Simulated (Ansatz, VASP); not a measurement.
Two plane-wave programs on AlN

Contents of INCAR:

```
SYSTEM = AlN
PREC     = Accurate       ! precision mode
ENCUT    = 520            ! plane-wave cutoff, eV
EDIFF    = 1E-7           ! SCF threshold, eV
ISMEAR   = 0              ! smearing method
SIGMA    = 0.02           ! smearing width, eV
LREAL    = .FALSE.        ! projectors in reciprocal space
LASPH    = .TRUE.         ! aspherical terms in the spheres
NELM     = 100            ! most SCF steps
ALGO     = Normal         ! electronic algorithm
ISIF     = 2              ! what is computed and relaxed
LWAVE    = .FALSE.        ! write WAVECAR
LCHARG   = .FALSE.        ! write CHGCAR
GGA      = PE             ! functional
IBRION   = 2              ! ionic algorithm
NSW      = 60             ! ionic steps
EDIFFG   = -0.008         ! ionic threshold
```

The input KPOINTS:

```
Automatic mesh
0
G
  12 12 6
  0 0 0
```

Contents of POSCAR:

```
AlN
1.0
    3.1302084198      0.0000000000      0.0000000000
   -1.5651042099      2.7108400106      0.0000000000
    0.0752706498      0.0000000000      5.0180433220
Al N
2 2
Direct
    0.6666666667      0.3333333333      0.4992342259
    0.3333333333      0.6666666667      0.9992342259
    0.6666666667      0.3333333333      0.8807657741
    0.3333333333      0.6666666667      0.3807657741
```

Input for Ansatz:

```yaml
crystal:
  lattice:
    - [3.1302084198, 0.0, 0.0]
    - [-1.5651042099, 2.7108400106, 0.0]
    - [0.0752706498, 0.0, 5.018043322]
  atoms:
    - { symbol: Al, position: [0.6666666667, 0.3333333333, 0.4992342259] }
    - { symbol: Al, position: [0.3333333333, 0.6666666667, 0.9992342259] }
    - { symbol: "N", position: [0.6666666667, 0.3333333333, 0.8807657741] }
    - { symbol: "N", position: [0.3333333333, 0.6666666667, 0.3807657741] }
basis:
  ecutwfc: 420
kpoints:
  mp_grid: { grid: [12, 12, 6] }
hamiltonian:
  xc: pbe
scf:
  occupations: { method: gaussian, width: 0.02 }
output:
  forces: true
  stress: true
  eigenvalues: true
  write_density: true
  write_potential: true
  elf: true
  volumetric_format: npy
relax:
  adjacent_minimum: "off"
  f_tol: 0.008
  max_steps: 40
```

Change from the starting cell: shear of c along a, cell held, atoms relaxed: +1.5 %.

Alike in both runs: task relaxation of the atoms; functional PBE; k mesh 12 × 12 × 6; occupations gaussian, width 0.02 eV; no spin polarisation.

|  | VASP | Ansatz |
| --- | --- | --- |
| version | VASP 6.6.1 | Ansatz 0.2.0 |
| potentials or method | VASP PAW PBE potentials, release 64 (Al, N), cutoff 520 eV | scalar-relativistic, plane waves, PAW |
| valence electrons in the cell | 16 | 16 |

Ansatz gave:

- gap on the k mesh at the Fermi level, each at its own relaxed structure (eV): 4.02

**Question.** Which values does VASP return?

**Answer.** gap on the k mesh at the Fermi level, each at its own relaxed structure (eV): 4.03.

Ansatz's warnings: stress scf threshold loose.
